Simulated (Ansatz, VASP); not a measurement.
**Zn: VASP beside Ansatz**

```
Zn
1.0
    -1.58150    1.58150    1.58150
     1.58150   -1.58150    1.58150
     1.58150    1.58150   -1.58150
Zn
1
Direct
  0.00000 0.00000 0.00000
```

Alike in both runs: task single point; functional PBE; k mesh 18 × 18 × 18; occupations gaussian, width 0.1 eV; no spin polarisation.

```csv
,VASP,Ansatz
version,VASP 6.6.1,Ansatz 0.2.0
potentials or method,"VASP PAW PBE potentials, release 64 (Zn), cutoff 520 eV","scalar-relativistic, plane waves, PAW"
valence electrons in the cell,12,12
```

|  | VASP | Ansatz | Ansatz less VASP |
| --- | --- | --- | --- |
| gap on the k mesh at the Fermi level (eV) | none | none | - |
| pressure (GPa) | -1.5 | -1.8 | -0.30 |

A gap of «none» marks a metal or a gap that the smearing closes. With one functional, cell and mesh, what is left measures potentials, basis and numerics.
